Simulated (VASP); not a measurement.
Input of a VASP 6.6.1 run:

INCAR

```
PREC     = Accurate       # precision mode
ENCUT    = 520            # plane-wave cutoff, eV
EDIFF    = 1E-6           # SCF threshold, eV
ISMEAR   = 0              # smearing method
SIGMA    = 0.05           # smearing width, eV
LREAL    = F              # projectors in reciprocal space
LASPH    = T              # aspherical terms in the spheres
NELM     = 100            # most SCF steps
ALGO     = Normal         # electronic algorithm
ISIF     = 2              # what is computed and relaxed
LWAVE    = F              # write WAVECAR
LCHARG   = F              # write CHGCAR
GGA      = PE             # functional
NBANDS   = 9              # bands
```

File KPOINTS:

```
regular mesh
0
Gamma
  12 12 8
```

Contents of POSCAR:

```
Mg
1.0
    3.1437856987      0.0000000000      0.0000000000
   -1.5718928494      2.7225982792      0.0000000000
    0.0000000000      0.0000000000      5.1039375022
Mg
2
Direct
    0.3333333333      0.6666666667      0.2500000000
    0.6666666667      0.3333333333      0.7500000000
```

Potentials or basis: VASP PAW PBE potentials, release 64 (Mg).

Launch:

```bash
$ cat potpaw_PBE.64/Mg/POTCAR > POTCAR
$ mpirun -np 1 vasp_std > vasp.out
```

Question: Predict the band gap on the k mesh.

Answer: Zero (bands 2 and 3 overlap by 2.25 eV).

Question: What does it give for the pressure?

Answer: 1.8 GPa.

Stress tensor (GPa, compression positive):
```
2.16 0.00 0.00
0.00 2.16 0.00
0.00 0.00 0.99
```
